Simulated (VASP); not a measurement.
# B (Im-3m) in VASP: notebook

The runs below take B through single point, with revPBE.

Program: VASP 6.6.1. These are calculated values, not measurements. Logs are shortened: lines on timing, memory, paths and dates and some standing lists are left out, and cuts for length are marked.

**1. The cell of the first run**

Symmetry: Im-3m, No. 229, cubic system. The conventional cell has a = 2.319 Å, b = 2.319 Å, c = 2.319 Å, α = 90.00°, β = 90.00°, γ = 90.00°. Within 2.7 Å of B (site symmetry m-3m) lie 14 B at 2.01 to 2.32 Å.

**2. Single point, revPBE**

The input, INCAR:

```
SYSTEM = B
ALGO = Normal
EDIFF = 1E-6
ENCUT = 520
GGA = RE
ISIF = 2
ISMEAR = -1
LASPH = .TRUE.
LCHARG = .FALSE.
LREAL = .FALSE.
LWAVE = .FALSE.
NBANDS = 8
NELM = 100
PREC = Accurate
SIGMA = 0.1
```

The input, KPOINTS:

```
k-points
0
G
  18 18 18
  0 0 0
```

The input, POSCAR:

```
B
1.0
   -1.1593976668      1.1593976668      1.1593976668
    1.1593976668     -1.1593976668      1.1593976668
    1.1593976668      1.1593976668     -1.1593976668
B
1
Direct
    0.0000000000      0.0000000000      0.0000000000
```

Potentials or basis: VASP PAW PBE potentials, release 64 (B).

Run with:

```sh
$ cat potpaw_PBE.64/B/POTCAR > POTCAR
$ mpirun -np 1 vasp_std > vasp.out
```

OUTCAR:

```text
SYSTEM = B
   EDIFF = 1E-6
   ENCUT = 520
   GGA = RE
   ISIF = 2
   ISMEAR = -1
   LASPH = .TRUE.
   LREAL = .FALSE.
   NELM = 100
   PREC = Accurate

 ion  position               nearest neighbor table
   1  0.000  0.000  0.000-

  LATTYP: Found a body centered cubic cell.
 ALAT       =     2.3187953336

  Lattice vectors:

 A1 = (  -1.1593976668,   1.1593976668,   1.1593976668)
 A2 = (   1.1593976668,  -1.1593976668,   1.1593976668)
 A3 = (   1.1593976668,   1.1593976668,  -1.1593976668)

Analysis of symmetry for initial positions (statically):
=====================================================================
 Subroutine PRICEL returns:
 Original cell was already a primitive cell.

 Routine SETGRP: Setting up the symmetry group for a
 body centered cubic supercell.

 Subroutine GETGRP returns: Found 48 space group operations
 (whereof 48 operations were pure point group operations)
 out of a pool of 48 trial point group operations.

The static configuration has the point symmetry O_h .

Analysis of symmetry for dynamics (positions and initial velocities):
=====================================================================
 Subroutine PRICEL returns:
 Original cell was already a primitive cell.

 Routine SETGRP: Setting up the symmetry group for a
 body centered cubic supercell.

 Subroutine GETGRP returns: Found 48 space group operations
 (whereof 48 operations were pure point group operations)
 out of a pool of 48 trial point group operations.

The dynamic configuration has the point symmetry O_h .

 Subroutine INISYM returns: Found 48 space group operations
 (whereof 48 operations are pure point group operations),
 and found     1 'primitive' translations

----------------------------------------------------------------------------------------

                                     Primitive cell

  volume of cell :       6.2339

  direct lattice vectors                    reciprocal lattice vectors
    -1.159397667  1.159397667  1.159397667     0.000000000  0.431258415  0.431258415
     1.159397667 -1.159397667  1.159397667     0.431258415  0.000000000  0.431258415
     1.159397667  1.159397667 -1.159397667     0.431258415  0.431258415  0.000000000

  length of vectors
     2.008135665  2.008135665  2.008135665     0.609891499  0.609891499  0.609891499

  position of ions in fractional coordinates (direct lattice)
     0.000000000  0.000000000  0.000000000

  ion indices of the primitive-cell ions
   primitive index   ion index
                 1           1

----------------------------------------------------------------------------------------

 KPOINTS: k-points

Automatic generation of k-mesh.
 Grid dimensions read from file:
 generate k-points for:   18   18   18

 Generating k-lattice:

  Cartesian coordinates                     Fractional coordinates (reciprocal lattice)
     0.000000000  0.023958801  0.023958801     0.055555556  0.000000000  0.000000000
     0.023958801  0.000000000  0.023958801     0.000000000  0.055555556  0.000000000
     0.023958801  0.023958801  0.000000000     0.000000000  0.000000000  0.055555556

  Length of vectors
     0.033882861  0.033882861  0.033882861

  Shift w.r.t. Gamma in fractional coordinates (k-lattice)
     0.000000000  0.000000000  0.000000000

 Subroutine IBZKPT returns following result:
 ===========================================

 Found    195 irreducible k-points:

 Following reciprocal coordinates:
            Coordinates               Weight
  0.000000  0.000000  0.000000      1.000000
  0.055556  0.000000  0.000000     12.000000
  0.111111  0.000000  0.000000     12.000000
  0.166667  0.000000  0.000000     12.000000
  0.222222  0.000000  0.000000     12.000000
  0.277778  0.000000  0.000000     12.000000
[... 16 lines left out ...]
  0.333333  0.111111  0.000000     48.000000
  0.388889  0.111111  0.000000     48.000000
 [... further k-points ...]
   k-points           NKPTS =    195   k-points in BZ     NKDIM =    195   number of bands    NBANDS=      8
   number of dos      NEDOS =    301   number of ions     NIONS =      1
   total plane-waves  NPLWV =   4096
   dimension x,y,z NGX =    16 NGY =   16 NGZ =   16
   dimension x,y,z NGXF=    32 NGYF=   32 NGZF=   32
   ions per type =               1
   NGX,Y,Z   is equivalent  to a cutoff of  13.25, 13.25, 13.25 a.u.
   NGXF,Y,Z  is equivalent  to a cutoff of  26.49, 26.49, 26.49 a.u.
 SYSTEM =  B
   PREC   = accura    normal or accurate (medium, high low for compatibility)
   ISTART =      0    job   : 0-new  1-cont  2-samecut
   ICHARG =      2    charge: 1-file 2-atom 10-const
   ISPIN  =      1    spin polarized calculation?
   LNONCOLLINEAR =      F non collinear calculations
   LSORBIT =      F    spin-orbit coupling
   LASPH  =      T    aspherical Exc in radial PAW
   ENCUT  =  520.0 eV  38.22 Ry    6.18 a.u.   3.73  3.73  3.73*2*pi/ulx,y,z
   NELM   =    100;   NELMIN=  2; NELMDL= -5     # of ELM steps
   EDIFF  = 0.1E-05   stopping-criterion for ELM
   LREAL  =      F    real-space projection
   EDIFFG = 0.1E-04   stopping-criterion for IOM
   NSW    =      0    number of steps for IOM
   IBRION =     -1    ionic relax: 0-MD 1-quasi-New 2-CG
   NFREE  =      0    steps in history (QN), initial steepest desc. (CG)
   ISIF   =      2    stress and relaxation
   ISYM   =      2    0-nonsym 1-usesym 2-fastsym
   POTIM  = 0.5000    time-step for ionic-motion
   TEBEG  =    0.0;   TEEND  =   0.0 temperature during run
   PSTRESS=    0.0 pullay stress
   NELECT =       3.0000    total number of electrons
   NUPDOWN=      -1.0000    fix difference up-down
   EMIN   =  10.00;   EMAX   =-10.00  energy-range for DOS
   EFERMI =   0.00;   METHOD = LEGACY
   ISMEAR =    -1;   SIGMA  =   0.10  broadening in eV -4-tet -1-fermi 0-gaus
   EFERMI_NEDOS =   21; number of points for ismear=-14 and -15
   IALGO  =     38    algorithm
   IMIX   =      4    mixing-type and parameters
     AMIX     =   0.40;   BMIX     =  1.00
     AMIX_MAG =   1.60;   BMIX_MAG =  1.00
  volume/ion in A,a.u.               =       6.23        42.07
  Fermi-wavevector in a.u.,A,eV,Ry     =   1.282910  2.424348 22.393256  1.645858
  Thomas-Fermi vector in A             =   2.415194
   LORBIT       =      0    0 simple, 1 ext, 2 COOP (PROOUT), +10 PAW based schemes
   GGA     = RE    functional components
   LHFCALC =     F    Hartree Fock is set to
   AEXX    =    0.0000 exact exchange contribution
   IVDW    =     0    specifies the selected vdW correction
   LEPSILON=     F    determine dielectric tensor
   LRPA    =     F    only Hartree local field effects (RPA)
 non-spin polarized calculation
  energy-cutoff  :      520.00
  volume of cell :        6.23
 maximum number of plane-waves:       178
   NGX =  7   NGY =  7   NGZ =  7

 number of electron       3.0000000 magnetization

 Free energy of the ion-electron system (eV)
  ---------------------------------------------------
  ext. energy  EPLUGINS =         0.00000000
  ---------------------------------------------------
  free energy    TOTEN  =        -4.77629883 eV

  energy without entropy =       -4.76834193  energy(sigma->0) =       -4.77232038

 E-fermi :   9.9042     XC(G=0): -12.7979

 val. band max:        9.8443208338   @ k =  -0.2778   0.5000   0.0556
 cond. band min:       9.9377159520   @ k =  -0.4444   0.5000   0.3889
 fundamental gap:      0.0933951182
 Fermi energy:         9.9041692304

 k-point     1 :       0.0000    0.0000    0.0000
  band No.  band energies     occupation
      1      -8.6235      2.00000
      2      25.3808      0.00000
      3      25.3808      0.00000
      4      25.3808      0.00000
      5      43.3269      0.00000
      6      43.3269      0.00000
      7      43.3269      0.00000
      8      47.1440      0.00000

 k-point     2 :       0.0556    0.0000    0.0000
  band No.  band energies     occupation
      1      -8.4843      2.00000
      2      24.9197      0.00000
      3      25.0363      0.00000
      4      25.2959      0.00000
      5      41.9914      0.00000
      6      42.0728      0.00000
      7      43.9973      0.00000
      8      45.5558      0.00000

 k-point     3 :       0.1111    0.0000    0.0000
  band No.  band energies     occupation
      1      -8.0669      2.00000
      2      23.5221      0.00000
      3      24.1448      0.00000
      4      25.0481      0.00000
      5      39.2688      0.00000
      6      39.9226      0.00000
      7      44.7544      0.00000
      8      45.8662      0.00000

 k-point     4 :       0.1667    0.0000    0.0000
  band No.  band energies     occupation
      1      -7.3720      2.00000
      2      21.2521      0.00000
      3      22.9861      0.00000
      4      24.6611      0.00000
      5      37.2246      0.00000
      6      37.8497      0.00000
      7      44.1651      0.00000
      8      47.3447      0.00000

 k-point     5 :       0.2222    0.0000    0.0000
  band No.  band energies     occupation
      1      -6.4015      2.00000
      2      18.3739      0.00000
      3      21.7909      0.00000
      4      24.1811      0.00000
      5      36.0226      0.00000
      6      36.0375      0.00000
      7      44.1663      0.00000
      8      49.1206      0.00000

 k-point     6 :       0.2778    0.0000    0.0000
  band No.  band energies     occupation
      1      -5.1608      2.00000
      2      15.2268      0.00000
      3      20.7022      0.00000
      4      23.6713      0.00000
      5      34.5343      0.00000
      6      35.4290      0.00000
      7      44.7030      0.00000
      8      51.1077      0.00000

 k-point     7 :       0.3333    0.0000    0.0000
  band No.  band energies     occupation
      1      -3.6634      2.00000
      2      12.0750      0.00000
      3      19.8012      0.00000
      4      23.1979      0.00000
      5      33.3568      0.00000
      6      35.2110      0.00000
      7      45.6788      0.00000
      8      52.4608      0.00000

 k-point     8 :       0.3889    0.0000    0.0000
  band No.  band energies     occupation
      1      -1.9492      2.00000
      2       9.1055      1.99932
      3      19.1335      0.00000
      4      22.8183      0.00000
      5      32.5124      0.00000
      6      35.1934      0.00000
      7      46.9356      0.00000
      8      52.2258      0.00000

 k-point     9 :       0.4444    0.0000    0.0000
  band No.  band energies     occupation
      1      -0.1707      2.00000
      2       6.5494      2.00000
      3      18.7246      0.00000
      4      22.5741      0.00000
      5      32.0047      0.00000
      6      35.2450      0.00000
      7      48.1589      0.00000
      8      51.7173      0.00000

 k-point    10 :       0.5000    0.0000    0.0000
  band No.  band energies     occupation
      1       0.8654      2.00000
      2       5.2501      2.00000
      3      18.5867      0.00000
      4      22.4898      0.00000
      5      31.8349      0.00000
      6      35.2729      0.00000
      7      48.7253      0.00000
      8      51.5140      0.00000
[... 78 lines left out ...]
 k-point    18 :       0.4444    0.0556    0.0000
  band No.  band energies     occupation
      1       0.6736      2.00000
      2       5.6948      2.00000
      3      18.2374      0.00000
      4      21.9055      0.00000
      5      32.7242      0.00000
      6      35.5468      0.00000
      7      48.5351      0.00000
      8      50.8196      0.00000

 k-point    19 :       0.1111    0.1111    0.0000
  band No.  band energies     occupation
      1      -6.9551      2.00000
      2      20.9382      0.00000
      3      21.6421      0.00000
      4      23.8592      0.00000
      5      36.7520      0.00000
      6      37.5713      0.00000
      7      44.0002      0.00000
      8      48.3604      0.00000

 k-point    20 :       0.1667    0.1111    0.0000
  band No.  band energies     occupation
      1      -5.9847      2.00000
      2      18.5557      0.00000
      3      20.0745      0.00000
      4      23.1398      0.00000
      5      36.0654      0.00000
      6      36.7173      0.00000
      7      44.2909      0.00000
      8      49.9801      0.00000

 k-point    21 :       0.2222    0.1111    0.0000
  band No.  band energies     occupation
      1      -4.7432      2.00000
      2      15.5024      0.00000
      3      18.9503      0.00000
      4      22.4435      0.00000
      5      35.7482      0.00000
      6      36.0645      0.00000
      7      44.8366      0.00000
      8      52.0736      0.00000

 k-point    22 :       0.2778    0.1111    0.0000
  band No.  band energies     occupation
      1      -3.2431      2.00000
      2      12.3771      0.00000
      3      18.0611      0.00000
      4      21.8250      0.00000
      5      35.2590      0.00000
      6      35.9914      0.00000
      7      45.6496      0.00000
      8      52.3317      0.00000

 k-point    23 :       0.3333    0.1111    0.0000
  band No.  band energies     occupation
      1      -1.5209      2.00000
      2       9.4114      1.98562
      3      17.4122      0.00000
      4      21.3418      0.00000
      5      34.7819      0.00000
      6      36.1970      0.00000
      7      46.6782      0.00000
      8      51.0844      0.00000

 k-point    24 :       0.3889    0.1111    0.0000
  band No.  band energies     occupation
      1       0.2807      2.00000
      2       6.8374      2.00000
      3      17.0171      0.00000
      4      21.0360      0.00000
      5      34.4735      0.00000
      6      36.4130      0.00000
      7      47.7949      0.00000
      8      49.9292      0.00000

 [... further k-points ...]

------------------------ aborting loop because EDIFF is reached ----------------------------------------

  FORCE on cell =-STRESS in cart. coord.  units (eV):
  Direction    XX          YY          ZZ          XY          YZ          ZX
  --------------------------------------------------------------------------------------
  -------------------------------------------------------------------------------------
  Total       -0.0109745     -0.0109745     -0.0109745     -0.0000000      0.0000000      0.0000000
  in kB       -2.8205861     -2.8205861     -2.8205861     -0.0000000      0.0000000      0.0000000
  external PRESSURE =      -2.8205861 kB  Pullay stress =       0.0000000 kB

 VOLUME and BASIS-vectors are now :
 -----------------------------------------------------------------------------
  energy-cutoff  :      520.00
  volume of cell :        6.23
      direct lattice vectors                 reciprocal lattice vectors
    -1.159397667  1.159397667  1.159397667     0.000000000  0.431258415  0.431258415
     1.159397667 -1.159397667  1.159397667     0.431258415  0.000000000  0.431258415
     1.159397667  1.159397667 -1.159397667     0.431258415  0.431258415  0.000000000

 POSITION                                       TOTAL-FORCE (eV/Angst)
 -----------------------------------------------------------------------------------
      0.00000      0.00000      0.00000        -0.000000     -0.000000     -0.000000
 -----------------------------------------------------------------------------------
    total drift:                               -0.000000     -0.000000      0.000000

  FREE ENERGIE OF THE ION-ELECTRON SYSTEM (eV)
  ---------------------------------------------------
  free  energy   TOTEN  =        -4.7762988275 eV

  energy  without entropy=       -4.7683419348  energy(sigma->0) =       -4.77232038
```

It took 8 s on 1 thread of Intel Xeon 8259CL, shared host; peak memory 0.11 GiB.

What came out:

```yaml
Free_energy: -4.7763 eV
Pressure: -0.3 GPa
```

Caveat: the PAW data sets were made with another functional, which shifts forces and pressure a little.

**3. Single point, revPBE (volume scaled by 0.88)**

The input, INCAR:

```
PREC = Accurate
ENCUT = 520
EDIFF = 1E-7
ISMEAR = -1
SIGMA = 0.1
LREAL = F
LASPH = T
NELM = 100
ALGO = Normal
ISIF = 2
LWAVE = F
LCHARG = F
GGA = RE
NBANDS = 8
```

The input, KPOINTS:

```
regular mesh
0
Gamma
  21 21 21
```

The input, POSCAR:

```
B
1.0
   -1.1110322006      1.1110322006      1.1110322006
    1.1110322006     -1.1110322006      1.1110322006
    1.1110322006      1.1110322006     -1.1110322006
B
1
Direct
    0.0000000000      0.0000000000      0.0000000000
```

Potentials or basis: VASP PAW PBE potentials, release 64 (B).

Run with:

```sh
$ cat potpaw_PBE.64/B/POTCAR > POTCAR
$ mpirun -np 1 vasp_std > vasp.out
```

It took 13 s on 1 thread of Intel Xeon 8259CL, shared host; peak memory 0.11 GiB.

Results (log left out):

- Free energy: -4.6991 eV
- Pressure: 36.2 GPa

Levels at points of the mesh, in eV from the Fermi level:
```
           k point  band 1  band 2  band 3  band 4
(0.00, 0.00, 0.00)  -20.08   17.37   17.37   17.37
```

Caveat: the PAW data sets were made with another functional, which shifts forces and pressure a little.

**4. Single point, revPBE (volume scaled by 0.96)**

The input, INCAR:

```
  PREC = Accurate
  ENCUT = 520
  EDIFF = 1E-6
  ISMEAR = -1
  SIGMA = 0.1
  LREAL = False
  LASPH = True
  NELM = 100
  ALGO = Normal
  ISIF = 2
  LWAVE = False
  LCHARG = False
  GGA = RE
  NBANDS = 8
```

The input, KPOINTS:

```
Automatic mesh
0
Gamma
  21 21 21
```

The input, POSCAR:

```
B
1.0
   -1.1437282099      1.1437282099      1.1437282099
    1.1437282099     -1.1437282099      1.1437282099
    1.1437282099      1.1437282099     -1.1437282099
B
1
Direct
    0.0000000000      0.0000000000      0.0000000000
```

Run with:

```sh
$ cat potpaw_PBE.64/B/POTCAR > POTCAR
$ mpirun -np 1 vasp_std > vasp.out
```

Run time: 11 s. Hardware: 1 thread of Intel Xeon 8259CL, shared host; peak memory 0.11 GiB.

The run converged. Its results:

```
Free energy : -4.7678 eV
Pressure    : 9.4 GPa
```

Levels at points of the mesh, in eV from the Fermi level:
| k point | band 1 | band 2 | band 3 | band 4 | band 5 | band 6 |
| --- | --- | --- | --- | --- | --- | --- |
| (0.00, 0.00, 0.00) | -19.01 | 16.06 | 16.06 | 16.06 | 34.22 | 34.22 |

Caveat: the PAW data sets were made with another functional, which shifts forces and pressure a little.

(Continued in part 2 of 2.)
